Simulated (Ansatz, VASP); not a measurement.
# Two plane-wave programs on SiC

File INCAR:

```
SYSTEM = SiC
PREC = Accurate ; ENCUT = 520
EDIFF = 1E-7 ; ISMEAR = 0
SIGMA = 0.1 ; LREAL = Auto
LASPH = .True. ; NELM = 60
ALGO = Normal ; ISIF = 2
LWAVE = .False. ; LCHARG = .True.
GGA = PE ; LELF = .True.
LVHAR = .True. ; NBANDS = 46
```

File KPOINTS:

```
regular mesh
0
Gamma
  4 4 4
  0 0 0
```

POSCAR

```
SiC
1.0
    5.8962237600      0.0000000000      0.0000000000
    0.0000000000      5.8962237600      0.0000000000
    0.0000000000      0.0000000000      5.1494758800
Si C
8 8
Direct
    0.6409692500      0.8590307500      0.9309069100
    0.6409692500      0.1409692500      0.4309069100
    0.3590307500      0.8590307500      0.4309069100
    0.3590307500      0.1409692500      0.9309069100
    0.1409692500      0.3590307500      0.5690930900
    0.8590307500      0.6409692500      0.5690930900
    0.1409692500      0.6409692500      0.0690930900
    0.8590307500      0.3590307500      0.0690930900
    0.6409692500      0.8590307500      0.5690930900
    0.3590307500      0.1409692500      0.5690930900
    0.6409692500      0.1409692500      0.0690930900
    0.3590307500      0.8590307500      0.0690930900
    0.1409692500      0.3590307500      0.9309069100
    0.1409692500      0.6409692500      0.4309069100
    0.8590307500      0.3590307500      0.4309069100
    0.8590307500      0.6409692500      0.9309069100
```

Input for Ansatz:

```yaml
crystal:
  lattice:
    - [5.89622376, 0.0, 0.0]
    - [0.0, 5.89622376, 0.0]
    - [0.0, 0.0, 5.14947588]
  atoms:
    - { symbol: Si, position: [0.64096925, 0.85903075, 0.93090691] }
    - { symbol: Si, position: [0.64096925, 0.14096925, 0.43090691] }
    - { symbol: Si, position: [0.35903075, 0.85903075, 0.43090691] }
    - { symbol: Si, position: [0.35903075, 0.14096925, 0.93090691] }
    - { symbol: Si, position: [0.14096925, 0.35903075, 0.56909309] }
    - { symbol: Si, position: [0.85903075, 0.64096925, 0.56909309] }
    - { symbol: Si, position: [0.14096925, 0.64096925, 0.06909309] }
    - { symbol: Si, position: [0.85903075, 0.35903075, 0.06909309] }
    - { symbol: C, position: [0.64096925, 0.85903075, 0.56909309] }
    - { symbol: C, position: [0.35903075, 0.14096925, 0.56909309] }
    - { symbol: C, position: [0.64096925, 0.14096925, 0.06909309] }
    - { symbol: C, position: [0.35903075, 0.85903075, 0.06909309] }
    - { symbol: C, position: [0.14096925, 0.35903075, 0.93090691] }
    - { symbol: C, position: [0.14096925, 0.64096925, 0.43090691] }
    - { symbol: C, position: [0.85903075, 0.35903075, 0.43090691] }
    - { symbol: C, position: [0.85903075, 0.64096925, 0.93090691] }
basis:
  ecutwfc: 420
kpoints:
  mp_grid: { grid: [4, 4, 4] }
hamiltonian:
  xc: pbe
scf:
  occupations: { method: gaussian, width: 0.1 }
  lower_state_search: "off"
output:
  forces: true
  stress: true
  eigenvalues: true
```

Alike in both runs: task single point; functional PBE; k mesh 4 × 4 × 4; occupations gaussian, width 0.1 eV; no spin polarisation.

|  | VASP | Ansatz |
| --- | --- | --- |
| version | VASP 6.6.1 | Ansatz 0.2.0 |
| potentials or method | VASP PAW PBE potentials, release 64 (Si, C), cutoff 520 eV | scalar-relativistic, plane waves, PAW |
| valence electrons in the cell | 64 | 64 |

Ansatz gave:

| Quantity | Value |
| --- | --- |
| gap on the k mesh at the Fermi level (eV) | 3.10 |
| least direct gap on the mesh (eV) | 3.22 |
| rms of the force components (eV/Å) | 1.312 |

**Question.** Estimate VASP's values.

**Answer.** gap on the k mesh at the Fermi level (eV): 3.10; least direct gap on the mesh (eV): 3.21; rms of the force components (eV/Å): 1.312.

Atom by atom the forces differ by 0.004 eV/Å (rms over components). With one functional, cell and mesh, what is left measures potentials, basis and numerics.
